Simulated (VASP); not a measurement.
**Cl: single point with LDA**

Cl:

```
Cl
1.0
     3.12154    0.00000    0.00000
    -1.56077    2.70333    0.00000
     0.00000    0.00000    3.87937
Cl
2
Direct
  0.33333 0.66667 0.25000
  0.66667 0.33333 0.75000
```

This cell differs from its parent crystal: volume scaled by 0.84.

| Item | Value |
| --- | --- |
| Program | VASP 6.6.1 |
| Task | single point |
| Functional | LDA |
| Potentials or basis | VASP PAW LDA potentials, release 64 (Cl) |
| Cutoff | 520 eV |
| k mesh | 15 × 15 × 8 |
| Occupations | fermi-dirac, width 0.1 eV |
| Spin | no spin polarisation |

```yaml
Pressure: 11.4 GPa
Band_gap_on_the_k_mesh: zero (band 7 reaches 6.62 eV, above the bottom of band 8 at 4.08 eV)
```

Stress tensor (GPa, compression positive):
```
11.36  0.00  0.00
 0.00 11.36  0.00
 0.00  0.00 11.49
```

Levels at points of the mesh, in eV from the Fermi level:
```
           k point  band 4  band 5  band 6  band 7  band 8  band 9  band 10  band 11
(0.00, 0.00, 0.00)   -2.07   -2.07    0.10    0.10    1.78    6.54     9.98    11.99
(0.00, 0.00, 0.50)   -2.20   -1.00   -1.00   -1.00   -1.00    9.96     9.96    10.98
```

Wall time 31 s on 1 thread of Intel(R) Xeon(R) Platinum 8259CL CPU @ 2.50GHz (Skylake/Cascade Lake) (shared host), peak memory 0.15 GiB.
